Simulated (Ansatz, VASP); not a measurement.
# SnTe in VASP and in Ansatz

```
CELL_PARAMETERS angstrom
0.00000 3.18933 3.18933
3.18933 0.00000 3.18933
3.18933 3.18933 0.00000
ATOMIC_POSITIONS crystal
Sn 0.00000 0.00000 0.00000
Te 0.50000 0.50000 0.50000
```

Alike in both runs: task single point; functional LDA; k mesh 8 × 8 × 8; occupations fermi-dirac, width 0.02 eV; no spin polarisation.

```csv
,VASP,Ansatz
version,VASP 6.6.1,Ansatz 0.2.0
potentials or method,"VASP PAW LDA potentials, release 64 (Sn_d, Te)","plane waves, PAW"
plane-wave cutoff (eV),520,420
valence electrons in the cell,20,30
```

|  | VASP | Ansatz | Ansatz less VASP |
| --- | --- | --- | --- |
| pressure (GPa) | -2.9 | -2.9 | -0.02 |

LDA's correlation is that of Perdew and Zunger in VASP and of Perdew and Wang (1992) in Ansatz. VASP's potentials hold 20 valence electrons a cell and Ansatz's 30, so a difference there can come from the potentials and not from the codes.

Spin-orbit coupling is off throughout.
